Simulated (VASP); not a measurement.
MgO (Periclase), 2 atoms in the cell. The typed cell holds 2 atoms: a = 2.979 Å, b = 2.950 Å, c = 2.971 Å, α = 60.76°, β = 59.35°, γ = 60.88°. 

| Quantity | Value |
| --- | --- |
| Program | VASP 6.6.1 |
| Task | single point |
| Functional | LDA |
| Potentials or basis | VASP PAW LDA potentials, release 64 (Mg, O) |
| Cutoff | 520 eV |
| k mesh | 6 × 6 × 6 |
| Occupations | gaussian, width 0.01 eV |
| Spin | no spin polarisation |
| Dipole correction | no |
| Further INCAR settings | ALGO = Normal; EDIFF = 1e-06; NBANDS = 11 |

Potentials or basis: VASP PAW LDA potentials, release 64 (Mg, O).

Launch:

```console
$ cat potpaw_LDA.64/Mg/POTCAR potpaw_LDA.64/O/POTCAR > POTCAR
$ mpirun -np 1 vasp_std > vasp.out
```

Hardware: 1 thread of AMD EPYC 7R43 64-Core Processor (Zen 3) (shared host).

Q: Estimate the wall time of this run.

A: Wall time 27 s on 1 thread of AMD EPYC 7R43 64-Core Processor (Zen 3), on a shared host, peak memory 0.11 GiB. Counts: scf iterations 12, k points 112.
